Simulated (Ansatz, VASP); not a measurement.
CsRb2MoF6 in VASP and in Ansatz

```
Cs Rb Mo F
1.0
     0.00000    4.86689    4.86689
     4.86689    0.00000    4.86689
     4.86689    4.86689    0.00000
Cs Rb Mo F
1 2 1 6
Direct
  0.50000 0.50000 0.50000
  0.25000 0.25000 0.25000
  0.75000 0.75000 0.75000
  0.00000 0.00000 0.00000
  0.21335 0.21335 0.78665
  0.21335 0.78665 0.78665
  0.78665 0.78665 0.21335
  0.21335 0.78665 0.21335
  0.78665 0.21335 0.78665
  0.78665 0.21335 0.21335
```

Alike in both runs: task single point; functional PBEsol; k mesh 4 × 4 × 4; occupations gaussian, width 0.1 eV; collinear spin.

|  | VASP | Ansatz |
| --- | --- | --- |
| version | VASP 6.6.1 | Ansatz 0.2.0 |
| potentials or method | VASP PAW PBE potentials, release 64 (Cs_sv, Rb_sv, Mo_sv, F), cutoff 520 eV | scalar-relativistic, plane waves, PAW |
| valence electrons in the cell | 83 | 83 |

```csv
,VASP,Ansatz,Ansatz less VASP
gap on the k mesh at the Fermi level (eV),1.07,1.06,-0.001
least direct gap on the mesh (eV),1.17,1.17,-0.001
pressure (GPa),-2.4,-2.4,-0.03
rms of the force components (eV/Å),0.151,0.168,+0.0177
net moment per atom (μB),0.30,0.30,0.000
size of the moment on the site where the two differ most (μB),2.53,1.69,-0.844
```

VASP's potentials were made for PBE, not for PBEsol. Site moments also hang on the region over which each program counts them. Atom by atom the forces differ by 0.018 eV/Å (rms over components).

Neither program's run includes spin-orbit coupling.
